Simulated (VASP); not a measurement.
# NaSr: single point with PBE

NaSr:

```
Na Sr
1.0
    -0.02476   -2.40894    6.55709
    -4.09889   -7.16934    0.03624
     4.16387   -7.20806   -0.00875
Na Sr
4 4
Direct
  0.00406 0.00202 0.00497
  0.99676 0.99881 0.49510
  0.99618 0.49686 0.99659
  0.00266 0.50450 0.50209
  0.49251 0.75073 0.75138
  0.50827 0.74793 0.24929
  0.50699 0.24836 0.74940
  0.49256 0.25079 0.25119
```

```yaml
Program: VASP 6.6.1
Task: single point
Functional: PBE
Potentials_or_basis: VASP PAW PBE potentials, release 64 (Na_pv, Sr_sv)
Cutoff: 520 eV
k_mesh: 4 × 4 × 4
Occupations: gaussian, width 0.2 eV
Spin: no spin polarisation
Dipole_correction: no
Further_INCAR_settings: ALGO = Fast; EDIFF = 1e-07; NBANDS = 44
```

```yaml
Pressure: 0.0 GPa
Largest_force: 0.008 eV/Å
Band_gap_on_the_k_mesh: zero (bands 34 and 35 overlap by 0.63 eV)
```

Forces in eV/Å, atoms in the order of the input:
```
Na  -0.005  0.003 -0.004
Na   0.006  0.000  0.000
Na  -0.002  0.000  0.004
Na   0.007 -0.001  0.005
Sr  -0.005  0.001  0.000
Sr  -0.002 -0.003 -0.007
Sr   0.001 -0.001  0.002
Sr  -0.001  0.000  0.000
```

Levels at points of the mesh, in eV from the Fermi level:
```csv
k point,band 30,band 31,band 32,band 33,band 34,band 35,band 36,band 37,band 38,band 39
"(0.00, 0.00, 0.00)",-0.73,-0.69,-0.61,-0.39,-0.01,0.06,0.07,0.27,0.29,0.31
"(0.50, 0.00, 0.00)",-2.00,-0.73,-0.61,-0.61,-0.01,0.07,0.12,0.27,0.28,0.30
"(0.00, 0.50, 0.00)",-2.49,-0.86,-0.86,0.04,0.05,0.32,0.32,0.62,0.62,0.83
"(0.50, 0.50, 0.00)",-1.96,-1.23,-1.23,-0.86,-0.86,0.31,0.31,0.62,0.62,1.34
"(0.00, 0.00, 0.50)",-2.51,-0.82,-0.82,0.07,0.07,0.31,0.31,0.61,0.61,0.78
"(0.50, 0.00, 0.50)",-1.95,-1.27,-1.27,-0.84,-0.84,0.35,0.35,0.59,0.59,1.32
"(0.00, 0.50, 0.50)",-2.43,-1.01,-1.01,-0.31,-0.25,0.64,0.64,0.75,0.75,0.95
"(0.50, 0.50, 0.50)",-2.15,-1.00,-0.94,-0.36,-0.33,-0.31,-0.27,0.56,0.57,1.32
```

Wall time 35 min on 1 thread of Intel(R) Xeon(R) 6975P-C (Granite Rapids) (shared host), peak memory 0.81 GiB.
